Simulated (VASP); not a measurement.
The system is C.

```
CELL_PARAMETERS angstrom
-1.47592 1.47592 1.83093
1.47592 -1.47592 1.83093
1.47592 1.47592 -1.83093
ATOMIC_POSITIONS crystal
C 0.50000 0.00000 0.50000
C 0.00000 0.50000 0.50000
C 0.00000 0.00000 0.00000
```

```yaml
Program: VASP 6.6.1
Task: relaxation of cell and atoms
Functional: PBE
Potentials_or_basis: VASP PAW PBE potentials, release 64 (C)
Cutoff: 600 eV
k_mesh: 8 × 8 × 8
Occupations: gaussian, width 0.1 eV
Spin: no spin polarisation
```

At the start: pressure 68.6 GPa; volume 5.32 Å³/atom.

Task: Where does the relaxation end?

Result: Over 13 steps the energy falls by 194.9 meV/atom and the volume is 6.43 Å³/atom (+20.9 %); space group I4/mmm (No. 139, to 0.05 Å).

Step by step:
```
step  energy change (eV)  largest force (eV/Å)  pressure (GPa)  volume (Å³)
   1              0.0000                0.0000           68.61        15.95
   2             -0.1955                0.0000          -30.15        21.79
   3             -0.5565                0.0000            0.33        18.80
   4             -0.5567                0.0000            1.28        18.74
   5             -0.5566                0.0000            2.22        18.68
   6             -0.5724                0.0000            1.33        18.87
   7             -0.5830                0.0000            0.93        19.11
   8             -0.5750                0.0000            1.45        19.57
   9             -0.5842                0.0000            0.78        19.28
  10             -0.5844                0.0000            0.82        19.23
  11             -0.5844                0.0000            0.80        19.24
  12             -0.5843                0.0000           -1.14        19.36
  13             -0.5846                0.0000           -0.01        19.29
```

Final structure:
```xyz
3
Lattice="-1.5597 1.5597 1.9825 1.5597 -1.5597 1.9825 1.5597 1.5597 -1.9825" Properties=species:S:1:pos:R:3 pbc="T T T"
C     0.0000    1.5597    0.0000
C     1.5597    0.0000    0.0000
C     0.0000    0.0000    0.0000
```

Caveat: the k points lie up to 0.36 Å⁻¹ apart in the final cell; the volume moved by over 15 % at a fixed basis, so the end points are rough.
